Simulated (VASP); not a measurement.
# ZnIr3C4 (Pm-3m) in VASP: further runs

Runs on ZnIr3C4. Level: PBE. Tasks: single point, relaxation of cell and atoms.

All numbers are computed with VASP 6.6.1; they aren't measurements. Logs are shortened: lines on timing, memory, paths and dates and some standing lists are left out, and cuts for length are marked.

**1. The cell of the first run**

It takes space group Pm-3m (No. 221, cubic). The conventional cell has a = 4.382 Å, b = 4.382 Å, c = 4.382 Å, α = 90.00°, β = 90.00°, γ = 90.00°. Zn (site symmetry m-3m) has 6 C at 2.19 Å within 2.9 Å. Ir (site symmetry 4/mmm) has 6 C at 2.19 Å within 2.9 Å. C (site symmetry 4/mmm) has 2 Zn at 2.19 Å and 4 Ir at 2.19 Å within 2.9 Å. Within 2.9 Å of C (site symmetry m-3m) lie 6 Ir at 2.19 Å.

**2. Single point, PBE**

INCAR

```
SYSTEM = ZnIr3C4
ALGO = Normal
EDIFF = 1E-7
ENCUT = 520
GGA = PE
ISIF = 2
ISMEAR = 0
LASPH = .TRUE.
LCHARG = .FALSE.
LREAL = .FALSE.
LWAVE = .FALSE.
NBANDS = 38
NELM = 60
PREC = Accurate
SIGMA = 0.1
```

KPOINTS

```
k-points
0
G
  8 8 8
  0 0 0
```

POSCAR

```
ZnIr3C4
1.0
    4.3824501638      0.0000000000      0.0000000000
    0.0000000000      4.3824501638      0.0000000000
    0.0000000000      0.0000000000      4.3824501638
Zn Ir C
1 3 4
Direct
    0.5000000000      0.5000000000      0.5000000000
    0.5000000000      0.0000000000      0.0000000000
    0.0000000000      0.5000000000      0.0000000000
    0.0000000000      0.0000000000      0.5000000000
    0.0000000000      0.5000000000      0.5000000000
    0.5000000000      0.0000000000      0.5000000000
    0.5000000000      0.5000000000      0.0000000000
    0.0000000000      0.0000000000      0.0000000000
```

Potentials or basis: VASP PAW PBE potentials, release 64 (Zn, Ir, C).

The run is started by

```sh
$ cat potpaw_PBE.64/Zn/POTCAR potpaw_PBE.64/Ir/POTCAR potpaw_PBE.64/C/POTCAR > POTCAR
$ mpirun -np 1 vasp_std > vasp.out
```

OUTCAR:

```text
SYSTEM = ZnIr3C4
   EDIFF = 1E-7
   ENCUT = 520
   GGA = PE
   ISIF = 2
   ISMEAR = 0
   LASPH = .TRUE.
   LREAL = .FALSE.
   NELM = 60
   PREC = Accurate

 ion  position               nearest neighbor table
   1  0.500  0.500  0.500-   5 2.19   6 2.19   7 2.19   7 2.19   6 2.19   5 2.19   2 3.10   3 3.10
                             2 3.10   2 3.10   4 3.10   3 3.10   2 3.10   3 3.10   4 3.10   4 3.10
   2  0.500  0.000  0.000-   6 2.19   7 2.19   8 2.19   6 2.19   7 2.19   8 2.19   1 3.10   4 3.10
                             1 3.10   1 3.10   3 3.10   3 3.10   1 3.10   3 3.10   4 3.10   4 3.10
   3  0.000  0.500  0.000-   5 2.19   7 2.19   8 2.19   5 2.19   8 2.19   7 2.19   1 3.10   4 3.10
                             1 3.10   2 3.10   4 3.10   2 3.10   4 3.10   1 3.10   2 3.10   4 3.10
   4  0.000  0.000  0.500-   5 2.19   6 2.19   8 2.19   8 2.19   5 2.19   6 2.19   2 3.10   3 3.10
                             1 3.10   1 3.10   3 3.10   2 3.10   3 3.10   1 3.10   2 3.10   3 3.10
   5  0.000  0.500  0.500-   1 2.19   3 2.19   4 2.19   3 2.19   4 2.19   1 2.19
   6  0.500  0.000  0.500-   1 2.19   2 2.19   4 2.19   2 2.19   1 2.19   4 2.19
   7  0.500  0.500  0.000-   1 2.19   2 2.19   3 2.19   1 2.19   2 2.19   3 2.19
   8  0.000  0.000  0.000-   2 2.19   3 2.19   4 2.19   4 2.19   3 2.19   2 2.19

  LATTYP: Found a simple cubic cell.
 ALAT       =     4.3824501638

  Lattice vectors:

 A1 = (   4.3824501638,   0.0000000000,   0.0000000000)
 A2 = (   0.0000000000,   4.3824501638,   0.0000000000)
 A3 = (   0.0000000000,   0.0000000000,   4.3824501638)

Analysis of symmetry for initial positions (statically):
=====================================================================
 Subroutine PRICEL returns:
 Original cell was already a primitive cell.

 Routine SETGRP: Setting up the symmetry group for a
 simple cubic supercell.

 Subroutine GETGRP returns: Found 48 space group operations
 (whereof 48 operations were pure point group operations)
 out of a pool of 48 trial point group operations.

The static configuration has the point symmetry O_h .

Analysis of symmetry for dynamics (positions and initial velocities):
=====================================================================
 Subroutine PRICEL returns:
 Original cell was already a primitive cell.

 Routine SETGRP: Setting up the symmetry group for a
 simple cubic supercell.

 Subroutine GETGRP returns: Found 48 space group operations
 (whereof 48 operations were pure point group operations)
 out of a pool of 48 trial point group operations.

The dynamic configuration has the point symmetry O_h .

 Subroutine INISYM returns: Found 48 space group operations
 (whereof 48 operations are pure point group operations),
 and found     1 'primitive' translations

----------------------------------------------------------------------------------------

                                     Primitive cell

  volume of cell :      84.1688

  direct lattice vectors                    reciprocal lattice vectors
     4.382450164  0.000000000  0.000000000     0.228182857  0.000000000  0.000000000
     0.000000000  4.382450164  0.000000000     0.000000000  0.228182857  0.000000000
     0.000000000  0.000000000  4.382450164     0.000000000  0.000000000  0.228182857

  length of vectors
     4.382450164  4.382450164  4.382450164     0.228182857  0.228182857  0.228182857

  position of ions in fractional coordinates (direct lattice)
     0.500000000  0.500000000  0.500000000
     0.500000000  0.000000000  0.000000000
     0.000000000  0.500000000  0.000000000
     0.000000000  0.000000000  0.500000000
     0.000000000  0.500000000  0.500000000
     0.500000000  0.000000000  0.500000000
     0.500000000  0.500000000  0.000000000
     0.000000000  0.000000000  0.000000000

  ion indices of the primitive-cell ions
   primitive index   ion index
                 1           1
                 2           2
                 3           3
                 4           4
                 5           5
                 6           6
                 7           7
                 8           8

----------------------------------------------------------------------------------------

 KPOINTS: k-points

Automatic generation of k-mesh.
 Grid dimensions read from file:
 generate k-points for:    8    8    8

 Generating k-lattice:

  Cartesian coordinates                     Fractional coordinates (reciprocal lattice)
     0.028522857  0.000000000  0.000000000     0.125000000  0.000000000  0.000000000
     0.000000000  0.028522857  0.000000000     0.000000000  0.125000000  0.000000000
     0.000000000  0.000000000  0.028522857     0.000000000  0.000000000  0.125000000

  Length of vectors
     0.028522857  0.028522857  0.028522857

  Shift w.r.t. Gamma in fractional coordinates (k-lattice)
     0.000000000  0.000000000  0.000000000

 Subroutine IBZKPT returns following result:
 ===========================================

 Found     35 irreducible k-points:

 Following reciprocal coordinates:
            Coordinates               Weight
  0.000000  0.000000  0.000000      1.000000
  0.125000  0.000000  0.000000      6.000000
  0.250000  0.000000  0.000000      6.000000
  0.375000  0.000000  0.000000      6.000000
  0.500000  0.000000  0.000000      3.000000
  0.125000  0.125000  0.000000     12.000000
[... 16 lines left out ...]
  0.375000  0.375000  0.125000     24.000000
  0.500000  0.375000  0.125000     24.000000
 [... further k-points ...]
   k-points           NKPTS =     35   k-points in BZ     NKDIM =     35   number of bands    NBANDS=     38
   number of dos      NEDOS =    301   number of ions     NIONS =      8
   total plane-waves  NPLWV =  46656
   dimension x,y,z NGX =    36 NGY =   36 NGZ =   36
   dimension x,y,z NGXF=    72 NGYF=   72 NGZF=   72
   ions per type =               1   3   4
   NGX,Y,Z   is equivalent  to a cutoff of  13.66, 13.66, 13.66 a.u.
   NGXF,Y,Z  is equivalent  to a cutoff of  27.31, 27.31, 27.31 a.u.
 SYSTEM =  ZnIr3C4
   PREC   = accura    normal or accurate (medium, high low for compatibility)
   ISTART =      0    job   : 0-new  1-cont  2-samecut
   ICHARG =      2    charge: 1-file 2-atom 10-const
   ISPIN  =      1    spin polarized calculation?
   LNONCOLLINEAR =      F non collinear calculations
   LSORBIT =      F    spin-orbit coupling
   LASPH  =      T    aspherical Exc in radial PAW
   ENCUT  =  520.0 eV  38.22 Ry    6.18 a.u.   8.15  8.15  8.15*2*pi/ulx,y,z
   NELM   =     60;   NELMIN=  2; NELMDL= -5     # of ELM steps
   EDIFF  = 0.1E-06   stopping-criterion for ELM
   LREAL  =      F    real-space projection
   EDIFFG = 0.1E-05   stopping-criterion for IOM
   NSW    =      0    number of steps for IOM
   IBRION =     -1    ionic relax: 0-MD 1-quasi-New 2-CG
   NFREE  =      0    steps in history (QN), initial steepest desc. (CG)
   ISIF   =      2    stress and relaxation
   ISYM   =      2    0-nonsym 1-usesym 2-fastsym
   POTIM  = 0.5000    time-step for ionic-motion
   TEBEG  =    0.0;   TEEND  =   0.0 temperature during run
   PSTRESS=    0.0 pullay stress
   NELECT =      55.0000    total number of electrons
   NUPDOWN=      -1.0000    fix difference up-down
   EMIN   =  10.00;   EMAX   =-10.00  energy-range for DOS
   EFERMI =   0.00;   METHOD = LEGACY
   ISMEAR =     0;   SIGMA  =   0.10  broadening in eV -4-tet -1-fermi 0-gaus
   EFERMI_NEDOS =   21; number of points for ismear=-14 and -15
   IALGO  =     38    algorithm
   IMIX   =      4    mixing-type and parameters
     AMIX     =   0.40;   BMIX     =  1.00
     AMIX_MAG =   1.60;   BMIX_MAG =  1.00
  volume/ion in A,a.u.               =      10.52        71.00
  Fermi-wavevector in a.u.,A,eV,Ry     =   1.420623  2.684588 27.458853  2.018169
  Thomas-Fermi vector in A             =   2.541518
   LORBIT       =      0    0 simple, 1 ext, 2 COOP (PROOUT), +10 PAW based schemes
   GGA     = PE    functional components
   LHFCALC =     F    Hartree Fock is set to
   AEXX    =    0.0000 exact exchange contribution
   IVDW    =     0    specifies the selected vdW correction
   LEPSILON=     F    determine dielectric tensor
   LRPA    =     F    only Hartree local field effects (RPA)
 non-spin polarized calculation
 Gauss-broadening in eV      SIGMA  =   0.10
  energy-cutoff  :      520.00
  volume of cell :       84.17
 maximum number of plane-waves:      2301
 NGX is ok and might be reduce to    36
   NGX = 17   NGY = 17   NGZ = 17

 number of electron      54.9999992 magnetization

 Free energy of the ion-electron system (eV)
  ---------------------------------------------------
  ext. energy  EPLUGINS =         0.00000000
  ---------------------------------------------------
  free energy    TOTEN  =       -53.17122300 eV

  energy without entropy =      -53.12400562  energy(sigma->0) =      -53.14761431

 E-fermi :   8.2536     XC(G=0): -13.1700

 val. band max:        8.2521283462   @ k =   0.3750   0.2500   0.0000
 cond. band min:       8.2558243272   @ k =   0.0000   0.0000   0.0000
 fundamental gap:      0.0036959809
 Fermi energy:         8.2536282453

 k-point     1 :       0.0000    0.0000    0.0000
  band No.  band energies     occupation
      1      -6.7470      2.00000
      2      -4.5967      2.00000
      3      -3.8838      2.00000
      4      -3.8838      2.00000
      5       0.9928      2.00000
      6       0.9928      2.00000
[... 30 lines left out ...]
     37      12.6639      0.00000
     38      13.9698      0.00000

 k-point     2 :       0.1250    0.0000    0.0000
  band No.  band energies     occupation
      1      -6.6265      2.00000
      2      -4.5348      2.00000
      3      -3.8993      2.00000
      4      -3.7869      2.00000
      5       0.9880      2.00000
      6       0.9880      2.00000
[... 30 lines left out ...]
     37      12.8255      0.00000
     38      14.2472      0.00000
[... 859 lines left out ...]
     37      15.6678      0.00000
     38      17.0349      0.00000

 k-point    24 :       0.5000    0.3750    0.1250
  band No.  band energies     occupation
      1      -4.2584      2.00000
      2      -3.9741      2.00000
      3      -3.4621      2.00000
      4      -3.0588      2.00000
      5       0.1599      2.00000
      6       0.2159      2.00000
[... 30 lines left out ...]
     37      16.1375      0.00000
     38      16.3382      0.00000

 [... further k-points ...]
[... 5 lines left out ...]
  --------------------------------------------------------------------------------------
  -------------------------------------------------------------------------------------
  Total        0.7368620      0.7368620      0.7368620     -0.0000000     -0.0000000      0.0000000
  in kB       14.0263868     14.0263868     14.0263868     -0.0000000     -0.0000000      0.0000000
  external PRESSURE =      14.0263868 kB  Pullay stress =       0.0000000 kB

 VOLUME and BASIS-vectors are now :
 -----------------------------------------------------------------------------
  energy-cutoff  :      520.00
  volume of cell :       84.17
      direct lattice vectors                 reciprocal lattice vectors
     4.382450164  0.000000000  0.000000000     0.228182857  0.000000000  0.000000000
     0.000000000  4.382450164  0.000000000     0.000000000  0.228182857  0.000000000
     0.000000000  0.000000000  4.382450164     0.000000000  0.000000000  0.228182857

 POSITION                                       TOTAL-FORCE (eV/Angst)
 -----------------------------------------------------------------------------------
      2.19123      2.19123      2.19123         0.000000      0.000000      0.000000
      2.19123      0.00000      0.00000         0.000000      0.000000      0.000000
      0.00000      2.19123      0.00000         0.000000      0.000000      0.000000
      0.00000      0.00000      2.19123         0.000000      0.000000      0.000000
      0.00000      2.19123      2.19123         0.000000      0.000000      0.000000
      2.19123      0.00000      2.19123         0.000000      0.000000      0.000000
      2.19123      2.19123      0.00000         0.000000      0.000000      0.000000
      0.00000      0.00000      0.00000         0.000000      0.000000      0.000000
 -----------------------------------------------------------------------------------
    total drift:                                0.000000      0.000000      0.000000

  FREE ENERGIE OF THE ION-ELECTRON SYSTEM (eV)
  ---------------------------------------------------
  free  energy   TOTEN  =       -53.1712229976 eV

  energy  without entropy=      -53.1240056231  energy(sigma->0) =      -53.14761431
```

It took 87 s on 1 thread of Intel Xeon Platinum 8488C (Sapphire Rapids), shared host; peak memory 0.27 GiB.

Results:

- Free energy: -53.1712 eV
- Pressure: 1.4 GPa

Caveat: spin-orbit coupling is left out, which moves the levels of the heavy elements.

**3. Relaxation of cell and atoms, PBE**

INCAR

```
SYSTEM = ZnIr3C4
PREC = Accurate
ENCUT = 600
EDIFF = 1E-6
ISMEAR = 0
SIGMA = 0.1
LREAL = .FALSE.
LASPH = .TRUE.
NELM = 60
ALGO = Normal
ISIF = 3
LWAVE = .FALSE.
LCHARG = .FALSE.
GGA = PE
IBRION = 2
NSW = 100
EDIFFG = -0.01
```

KPOINTS

```
regular mesh
0
G
  8 8 8
  0 0 0
```

POSCAR, as its differences from that of step 2:

```diff
@@ -2,5 +2,5 @@
 1.0
-    4.3824501638      0.0000000000      0.0000000000
-    0.0000000000      4.3824501638      0.0000000000
-    0.0000000000      0.0000000000      4.3824501638
+    4.3799891668      0.0000000000      0.0000000000
+    0.0000000000      4.3799891668      0.0000000000
+    0.0000000000      0.0000000000      4.3799891668
 Zn Ir C
```

Potentials or basis: VASP PAW PBE potentials, release 64 (Zn, Ir, C).

The run is started by

```sh
$ cat potpaw_PBE.64/Zn/POTCAR potpaw_PBE.64/Ir/POTCAR potpaw_PBE.64/C/POTCAR > POTCAR
$ mpirun -np 1 vasp_std > vasp.out
```

It took 4.1 min on 1 thread of Intel Xeon Platinum 8259CL at 2.50GHz (Skylake/Cascade Lake), shared host; peak memory 0.29 GiB.

The run converged. Its results:

* Free energy: -53.1750 eV
* Relaxed volume: 10.57 Å³/atom
* Relaxed cell: a = 4.389 Å, b = 4.389 Å, c = 4.389 Å, α = 90.00°, β = 90.00°, γ = 90.00°
* Space group after relaxing (to 0.05 Å): Pm-3m (No. 221)
* Energy gained by relaxing: 0.4 meV/atom
* Ionic steps: 3
* Pressure after relaxing: 0.0 GPa

The path:
| step | energy change (eV) | largest force (eV/Å) | pressure (GPa) | volume (Å³) |
| --- | --- | --- | --- | --- |
| 1 | 0.0000 | 0.0000 | 1.81 | 84.03 |
| 2 | 0.0051 | 0.0000 | -2.85 | 85.48 |
| 3 | -0.0030 | 0.0000 | 0.01 | 84.57 |

Final structure:
```cif
data_structure
_symmetry_space_group_name_H-M 'P 1'
_symmetry_Int_Tables_number 1
_cell_length_a 4.3894
_cell_length_b 4.3894
_cell_length_c 4.3894
_cell_angle_alpha 90.000
_cell_angle_beta 90.000
_cell_angle_gamma 90.000
_cell_volume 84.57
loop_
_atom_site_label
_atom_site_type_symbol
_atom_site_fract_x
_atom_site_fract_y
_atom_site_fract_z
_atom_site_occupancy
Zn1 Zn 0.50000 0.50000 0.50000 1
Ir1 Ir 0.50000 0.00000 0.00000 1
Ir2 Ir 0.00000 0.50000 0.00000 1
Ir3 Ir 0.00000 0.00000 0.50000 1
C1 C 0.00000 0.50000 0.50000 1
C2 C 0.50000 0.00000 0.50000 1
C3 C 0.50000 0.50000 0.00000 1
C4 C 0.00000 0.00000 0.00000 1
```

Levels at points of the mesh, in eV from the Fermi level:
```tsv
k point	band 25	band 26	band 27	band 28	band 29	band 30	band 31	band 32
(0.00, 0.00, 0.00)	-1.64	-1.64	-1.44	-0.37	-0.37	-0.37	0.01	0.01
(0.50, 0.00, 0.00)	-0.48	-0.48	-0.37	0.34	0.34	0.35	1.09	1.09
(0.50, 0.50, 0.00)	-0.27	0.43	0.43	0.88	1.04	1.07	1.09	1.48
(0.50, 0.50, 0.50)	-0.05	-0.05	-0.05	-0.05	2.20	2.20	6.02	6.02
```

Caveat: spin-orbit coupling is left out, which moves the levels of the heavy elements.
